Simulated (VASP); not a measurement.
The system is ErH4.

```
CELL_PARAMETERS angstrom
3.83474 0.00000 0.00000
0.00000 3.83474 0.00000
0.00000 0.00000 3.83474
ATOMIC_POSITIONS crystal
Er 0.50000 0.50000 0.50000
H 0.00000 0.00000 0.00000
H 0.50000 0.50000 0.00000
H 0.50000 0.00000 0.50000
H 0.00000 0.50000 0.50000
```

The cell was built from a structure type or drawn by symmetry, and may not be a known phase.

```yaml
Program: VASP 6.6.1
Task: relaxation of cell and atoms
Functional: PBE
Potentials_or_basis: VASP PAW PBE potentials, release 64 (Er_3, H), 4f in core
Cutoff: 500 eV
k_mesh: 4 × 4 × 4
Occupations: gaussian, width 0.1 eV
Spin: no spin polarisation
```

At the start: pressure 10.0 GPa; volume 11.28 Å³/atom.

Problem. How do energy, volume and symmetry change on relaxing?

Solution. Over 4 steps the energy falls by 62.5 meV/atom and the volume is 13.57 Å³/atom (+20.3 %); space group Pm-3m (No. 221, to 0.1 Å) before and after.

The path:
| step | energy change (eV) | largest force (eV/Å) | pressure (GPa) | volume (Å³) |
| --- | --- | --- | --- | --- |
| 1 | 0.0000 | 0.0000 | 10.05 | 56.39 |
| 2 | -0.2519 | 0.0000 | 3.86 | 62.36 |
| 3 | -0.3014 | 0.0000 | -1.40 | 70.19 |
| 4 | -0.3125 | 0.0000 | -0.09 | 67.85 |

Final structure:
```
Er H
1.0
     4.07871    0.00000    0.00000
     0.00000    4.07871    0.00000
     0.00000    0.00000    4.07871
Er H
1 4
Direct
  0.50000 0.50000 0.50000
  0.00000 0.00000 0.00000
  0.50000 0.50000 0.00000
  0.50000 0.00000 0.50000
  0.00000 0.50000 0.50000
```

Caveat: the k points lie up to 0.39 Å⁻¹ apart in the final cell, too coarse for converged energies and pressures of a metal; the volume moved by over 15 % at a fixed basis, so the end points are rough.
